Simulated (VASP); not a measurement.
# B3C2 (R-3m) in VASP: relaxation of cell and atoms with PBE

Aim: the relaxation of cell and atoms of B3C2 with PBE.

Everything below comes from runs of VASP 6.6.1. Logs are shortened: lines on timing, memory, paths and dates and some standing lists are left out, and cuts for length are marked.

## (1) The cell of the first run

The structure is trigonal, space group R-3m (No. 166). The conventional cell has a = 2.594 Å, b = 2.594 Å, c = 18.040 Å, α = 90.00°, β = 90.00°, γ = 120.00°. B (site symmetry -3m) has 6 C at 1.92 Å and 12 B at 2.59 to 2.69 Å within 2.7 Å. Within 2.4 Å of B (site symmetry 3m) lie 3 C at 1.82 Å and 3 B at 2.15 Å. C (site symmetry 3m) has 6 B at 1.82 to 1.92 Å within 2.4 Å.

## (2) Relaxation of cell and atoms, PBE

File INCAR:

```
SYSTEM = B3C2
  PREC = Accurate
  ENCUT = 1300
  EDIFF = 1E-7
  ISMEAR = 0
  SIGMA = 0.1
  LREAL = .FALSE.
  LASPH = .TRUE.
  NELM = 120
  ALGO = Normal
  ISIF = 3
  LWAVE = .FALSE.
  LCHARG = .FALSE.
  GGA = PE
  IBRION = 2
  NSW = 90
  EDIFFG = -0.04
  GGA_COMPAT = .FALSE.
  NELMIN = 4
```

File KPOINTS:

```
Automatic mesh
0
G
  6 6 6
  0 0 0
```

File POSCAR:

```
B3C2
1.0
    1.2972339185      0.7489583520      6.0133372414
   -1.2972339185      0.7489583520      6.0133372414
    0.0000000000     -1.4979167041      6.0133372414
B C
3 2
Direct
    0.0000000000      0.0000000000      0.0000000000
    0.2095000000      0.2095000000      0.2095000000
    0.7905000000      0.7905000000      0.7905000000
    0.4000000000      0.4000000000      0.4000000000
    0.6000000000      0.6000000000      0.6000000000
```

Potentials or basis: VASP PAW PBE potentials, release 64 (B_h, C_h).

Launch:

```
$ cat potpaw_PBE.64/B_h/POTCAR potpaw_PBE.64/C_h/POTCAR > POTCAR
$ mpirun -np 1 vasp_std > vasp.out
```

OUTCAR:

```text
SYSTEM = B3C2
   PREC = Accurate
   ENCUT = 1300
   EDIFF = 1E-7
   ISMEAR = 0
   LREAL = .FALSE.
   LASPH = .TRUE.
   NELM = 120
   ISIF = 3
   GGA = PE
   IBRION = 2
   NSW = 90
   EDIFFG = -0.04
   NELMIN = 4

 ion  position               nearest neighbor table
   1  0.000  0.000  0.000-
   2  0.209  0.209  0.209-
   3  0.791  0.791  0.791-
   4  0.400  0.400  0.400-
   5  0.600  0.600  0.600-

  LATTYP: Found a trigonal (rhomboedric) cell.
 ALAT       =     6.1970944184
 COS(alpha) =     0.9123624232

  Lattice vectors:

 A1 = (   1.2972339185,   0.7489583520,   6.0133372414)
 A2 = (  -1.2972339185,   0.7489583520,   6.0133372414)
 A3 = (   0.0000000000,  -1.4979167041,   6.0133372414)

Analysis of symmetry for initial positions (statically):
=====================================================================
 Subroutine PRICEL returns:
 Original cell was already a primitive cell.

 Routine SETGRP: Setting up the symmetry group for a
 trigonal (rhombohedral) supercell.

 Subroutine GETGRP returns: Found 12 space group operations
 (whereof 12 operations were pure point group operations)
 out of a pool of 12 trial point group operations.

The static configuration has the point symmetry D_3d.

Analysis of symmetry for dynamics (positions and initial velocities):
=====================================================================
 Subroutine PRICEL returns:
 Original cell was already a primitive cell.

 Routine SETGRP: Setting up the symmetry group for a
 trigonal (rhombohedral) supercell.

 Subroutine GETGRP returns: Found 12 space group operations
 (whereof 12 operations were pure point group operations)
 out of a pool of 12 trial point group operations.

The dynamic configuration has the point symmetry D_3d.

 Subroutine INISYM returns: Found 12 space group operations
 (whereof 12 operations are pure point group operations),
 and found     1 'primitive' translations

----------------------------------------------------------------------------------------

                                     Primitive cell

  volume of cell :      35.0544

  direct lattice vectors                    reciprocal lattice vectors
     1.297233918  0.748958352  6.013337241     0.385435497  0.222531288  0.055432336
    -1.297233918  0.748958352  6.013337241    -0.385435497  0.222531288  0.055432336
     0.000000000 -1.497916704  6.013337241     0.000000000 -0.445062576  0.055432336

  length of vectors
     6.197094418  6.197094418  6.197094418     0.448501327  0.448501327  0.448501327

  position of ions in fractional coordinates (direct lattice)
     0.000000000  0.000000000  0.000000000
     0.209500000  0.209500000  0.209500000
     0.790500000  0.790500000  0.790500000
     0.400000000  0.400000000  0.400000000
     0.600000000  0.600000000  0.600000000

  ion indices of the primitive-cell ions
   primitive index   ion index
                 1           1
                 2           2
                 3           3
                 4           4
                 5           5

----------------------------------------------------------------------------------------

 KPOINTS: Automatic mesh

Automatic generation of k-mesh.
 Grid dimensions read from file:
 generate k-points for:    6    6    6

 Generating k-lattice:

  Cartesian coordinates                     Fractional coordinates (reciprocal lattice)
     0.064239249  0.037088548  0.009238723     0.166666667 -0.000000000  0.000000000
    -0.064239249  0.037088548  0.009238723    -0.000000000  0.166666667  0.000000000
     0.000000000 -0.074177096  0.009238723     0.000000000  0.000000000  0.166666667

  Length of vectors
     0.074750221  0.074750221  0.074750221

  Shift w.r.t. Gamma in fractional coordinates (k-lattice)
     0.000000000  0.000000000  0.000000000

 Subroutine IBZKPT returns following result:
 ===========================================

 Found     32 irreducible k-points:

 Following reciprocal coordinates:
            Coordinates               Weight
  0.000000  0.000000  0.000000      1.000000
  0.166667 -0.000000  0.000000      6.000000
  0.333333 -0.000000  0.000000      6.000000
  0.500000  0.000000  0.000000      3.000000
  0.166667  0.166667  0.000000      6.000000
  0.333333  0.166667  0.000000     12.000000
[... 16 lines left out ...]
  0.500000  0.500000  0.166667      6.000000
 -0.333333  0.500000  0.166667     12.000000
 [... further k-points ...]
   k-points           NKPTS =     32   k-points in BZ     NKDIM =     32   number of bands    NBANDS=     12
   number of dos      NEDOS =    301   number of ions     NIONS =      5
   total plane-waves  NPLWV = 512000
   dimension x,y,z NGX =    80 NGY =   80 NGZ =   80
   dimension x,y,z NGXF=   160 NGYF=  160 NGZF=  160
   ions per type =               3   2
   NGX,Y,Z   is equivalent  to a cutoff of  21.46, 21.46, 21.46 a.u.
   NGXF,Y,Z  is equivalent  to a cutoff of  42.92, 42.92, 42.92 a.u.
 SYSTEM =  B3C2
   PREC   = accura    normal or accurate (medium, high low for compatibility)
   ISTART =      0    job   : 0-new  1-cont  2-samecut
   ICHARG =      2    charge: 1-file 2-atom 10-const
   ISPIN  =      1    spin polarized calculation?
   LNONCOLLINEAR =      F non collinear calculations
   LSORBIT =      F    spin-orbit coupling
   LASPH  =      T    aspherical Exc in radial PAW
   ENCUT  = 1300.0 eV  95.55 Ry    9.77 a.u.  18.22 18.22 18.22*2*pi/ulx,y,z
   NELM   =    120;   NELMIN=  4; NELMDL= -5     # of ELM steps
   EDIFF  = 0.1E-06   stopping-criterion for ELM
   LREAL  =      F    real-space projection
   EDIFFG = -.4E-01   stopping-criterion for IOM
   NSW    =     90    number of steps for IOM
   IBRION =      2    ionic relax: 0-MD 1-quasi-New 2-CG
   NFREE  =      1    steps in history (QN), initial steepest desc. (CG)
   ISIF   =      3    stress and relaxation
   ISYM   =      2    0-nonsym 1-usesym 2-fastsym
   POTIM  = 0.5000    time-step for ionic-motion
   TEBEG  =    0.0;   TEEND  =   0.0 temperature during run
   PSTRESS=    0.0 pullay stress
   NELECT =      17.0000    total number of electrons
   NUPDOWN=      -1.0000    fix difference up-down
   EMIN   =  10.00;   EMAX   =-10.00  energy-range for DOS
   EFERMI =   0.00;   METHOD = LEGACY
   ISMEAR =     0;   SIGMA  =   0.10  broadening in eV -4-tet -1-fermi 0-gaus
   EFERMI_NEDOS =   21; number of points for ismear=-14 and -15
   IALGO  =     38    algorithm
   IMIX   =      4    mixing-type and parameters
     AMIX     =   0.40;   BMIX     =  1.00
     AMIX_MAG =   1.60;   BMIX_MAG =  1.00
  volume/ion in A,a.u.               =       7.01        47.31
  Fermi-wavevector in a.u.,A,eV,Ry     =   1.286205  2.430575 22.508437  1.654323
  Thomas-Fermi vector in A             =   2.418293
   LORBIT       =      0    0 simple, 1 ext, 2 COOP (PROOUT), +10 PAW based schemes
   GGA     = PE    functional components
   LHFCALC =     F    Hartree Fock is set to
   AEXX    =    0.0000 exact exchange contribution
   IVDW    =     0    specifies the selected vdW correction
   LEPSILON=     F    determine dielectric tensor
   LRPA    =     F    only Hartree local field effects (RPA)
 conjugate gradient relaxation of ions
 non-spin polarized calculation
 Gauss-broadening in eV      SIGMA  =   0.10
  energy-cutoff  :     1300.00
  volume of cell :       35.05
 maximum number of plane-waves:      3768
 NGX is ok and might be reduce to    80
   NGX = 37   NGY = 37   NGZ = 37

--------------------------------------- Ionic step        1  -------------------------------------------

 number of electron      17.0000000 magnetization

 Free energy of the ion-electron system (eV)
  ---------------------------------------------------
  ext. energy  EPLUGINS =         0.00000000
  ---------------------------------------------------
  free energy    TOTEN  =       -31.43993932 eV

  energy without entropy =      -31.42695161  energy(sigma->0) =      -31.43344547

------------------------ aborting loop because EDIFF is reached ----------------------------------------

  FORCE on cell =-STRESS in cart. coord.  units (eV):
  Direction    XX          YY          ZZ          XY          YZ          ZX
  --------------------------------------------------------------------------------------
  -------------------------------------------------------------------------------------
  Total       -5.2728604     -5.2728604    -13.3014290      0.0000000      0.0000000      0.0000000
  in kB     -240.9983548   -240.9983548   -607.9475432      0.0000000      0.0000000      0.0000000
  external PRESSURE =    -363.3147509 kB  Pullay stress =       0.0000000 kB
[... 98 lines left out ...]
  FREE ENERGIE OF THE ION-ELECTRON SYSTEM (eV)
  ---------------------------------------------------
  free  energy   TOTEN  =       -32.7447536280 eV

  energy  without entropy=      -32.7395238288  energy(sigma->0) =      -32.74213873

 E-fermi :  10.0882     XC(G=0): -12.5821

 val. band max:       10.0696166818   @ k =   0.5000   0.3333   0.0000
 cond. band min:      10.3494836722   @ k =   0.5000   0.5000   0.0000
 fundamental gap:      0.2798669905
 Fermi energy:        10.0882485265

 k-point     1 :       0.0000    0.0000    0.0000
  band No.  band energies     occupation
      1      -9.0503      2.00000
      2      -6.4025      2.00000
      3      -1.4140      2.00000
      4       6.3473      2.00000
      5       8.4676      2.00000
      6       8.4676      2.00000
      7       8.5009      2.00000
      8       8.5009      2.00000
      9      11.8184      0.00000
     10      13.0931      0.00000
     11      13.0931      0.00000
     12      17.4026      0.00000
[... 333 lines left out ...]
      1      -4.4877      2.00000
      2      -3.4794      2.00000
      3      -0.6730      2.00000
      4       0.7364      2.00000
      5       2.4590      2.00000
      6       3.8934      2.00000
      7       5.4577      2.00000
      8       6.3022      2.00000
      9       8.7127      2.00000
     10      11.1104      0.00000
     11      13.0648      0.00000
     12      15.6908      0.00000

 [... further k-points ...]

[... ionic steps 4 to 27 ...]

--------------------------------------- Ionic step       28  -------------------------------------------

 number of electron      17.0000000 magnetization

------------------------ aborting loop because EDIFF is reached ----------------------------------------
[... 73 lines left out ...]
--------------------------------------- Ionic step       30  -------------------------------------------

 number of electron      17.0000000 magnetization

 Free energy of the ion-electron system (eV)
  ---------------------------------------------------
  ext. energy  EPLUGINS =         0.00000000
  ---------------------------------------------------
  free energy    TOTEN  =       -34.32940832 eV

  energy without entropy =      -34.32471095  energy(sigma->0) =      -34.32705963

 E-fermi :   6.4699     XC(G=0): -10.8798

 val. band max:        6.0479379975   @ k =  -0.1667   0.3333   0.1667
 cond. band min:       6.4909706238   @ k =   0.5000   0.1667   0.1667
 fundamental gap:      0.4430326263
 Fermi energy:         6.4699353643

 k-point     1 :       0.0000    0.0000    0.0000
  band No.  band energies     occupation
      1     -11.1785      2.00000
      2      -9.4482      2.00000
      3      -2.9735      2.00000
      4       1.1516      2.00000
      5       5.1292      2.00000
      6       5.1292      2.00000
      7       5.3018      2.00000
      8       5.3018      2.00000
      9       8.0693      0.00000
     10       9.8977      0.00000
     11       9.8977      0.00000
     12      14.7332      0.00000
[... 377 lines left out ...]
  FREE ENERGIE OF THE ION-ELECTRON SYSTEM (eV)
  ---------------------------------------------------
  free  energy   TOTEN  =       -34.3294083153 eV

  energy  without entropy=      -34.3247109535  energy(sigma->0) =      -34.32705963

 reached required accuracy - stopping structural energy minimisation
```

Wall time 61 min (1 thread of Intel Xeon 6975P-C (Granite Rapids), shared host); peak memory 1 GiB.

Results:

* Free energy: -34.3294 eV
* Relaxed volume: 8.32 Å³/atom
* Relaxed cell: a = 6.825 Å, b = 6.825 Å, c = 6.825 Å, α = 22.72°, β = 22.72°, γ = 22.72°
* Space group after relaxing (to 0.1 Å): R-3m (No. 166)
* Energy gained by relaxing: 577.9 meV/atom
* Ionic steps: 30
* Pressure after relaxing: 0.4 GPa
* Largest force after relaxing: 0.019 eV/Å
* Band gap on the k mesh: zero (an odd number of electrons rules out a gap without spin polarisation)

Forces in eV/Å, atoms in the order of the input:
```
B    0.000  0.000  0.000
B    0.000  0.000  0.019
B    0.000  0.000 -0.019
C    0.000  0.000  0.002
C    0.000  0.000 -0.002
```

The path:
| step | energy change (eV) | largest force (eV/Å) | pressure (GPa) | volume (Å³) |
| --- | --- | --- | --- | --- |
| 1 | 0.0000 | 2.3766 | -36.33 | 35.05 |
| 2 | -1.1904 | 0.3205 | 35.64 | 27.53 |
| 3 | -1.3048 | 1.2383 | 13.71 | 28.98 |
| 4 | -1.6480 | 1.2488 | 8.16 | 29.78 |
| 5 | -1.7510 | 1.4036 | 3.85 | 30.37 |
| 6 | -1.7538 | 1.4997 | 5.56 | 30.16 |
| 7 | -1.7640 | 1.4542 | 4.70 | 30.26 |
| 8 | -1.9999 | 0.5541 | 2.24 | 31.26 |
| 9 | -2.0300 | 0.2926 | 1.59 | 31.76 |
| 10 | -2.3986 | 0.4218 | 9.59 | 32.54 |
| 11 | -2.4438 | 0.5659 | 17.56 | 33.05 |
| 12 | -2.6873 | 0.7671 | 2.96 | 36.37 |
| 13 | -2.7261 | 0.6759 | -3.95 | 38.27 |
| 14 | -2.7722 | 0.4009 | -2.61 | 38.55 |
| 15 | -2.7896 | 0.5829 | -1.51 | 38.83 |
| 16 | -2.8188 | 0.4301 | 0.64 | 38.49 |
| 17 | -2.8365 | 0.1626 | 4.36 | 37.95 |
| 18 | -2.8487 | 0.0268 | 0.75 | 38.52 |
| 19 | -2.8487 | 0.0270 | 0.73 | 38.53 |
| 20 | -2.8563 | 0.0998 | 0.40 | 38.85 |
| 21 | -2.8637 | 0.3164 | -0.43 | 39.81 |
| 22 | -2.8702 | 0.2620 | -0.23 | 40.09 |
| 23 | -2.8800 | 0.1269 | 0.24 | 40.76 |
| 24 | -2.8762 | 0.3384 | 1.13 | 42.10 |
| 25 | -2.8824 | 0.1830 | 0.60 | 41.23 |
| 26 | -2.8837 | 0.0883 | -2.18 | 41.86 |
| 27 | -2.8856 | 0.1304 | -0.99 | 41.58 |
| 28 | -2.8887 | 0.0340 | 0.15 | 41.48 |
| 29 | -2.8888 | 0.0354 | 0.33 | 41.47 |
| 30 | -2.8895 | 0.0194 | 0.39 | 41.59 |

Final structure:
```
CELL_PARAMETERS angstrom
1.34403 0.77598 6.64587
-1.34403 0.77598 6.64587
0.00000 -1.55195 6.64587
ATOMIC_POSITIONS crystal
B 0.00000 0.00000 0.00000
B 0.25604 0.25604 0.25604
B 0.74396 0.74396 0.74396
C 0.40790 0.40790 0.40790
C 0.59210 0.59210 0.59210
```

Caveat: the k points lie up to 0.45 Å⁻¹ apart in the final cell, too coarse for converged energies and pressures of a metal; the volume moved by over 15 % at a fixed basis, so the end points are rough; an odd number of electrons without spin polarisation forces a metal; a magnetic or distorted state may lie lower.

The gap in the log of VASP goes by the Fermi energy; the results here count the filled bands.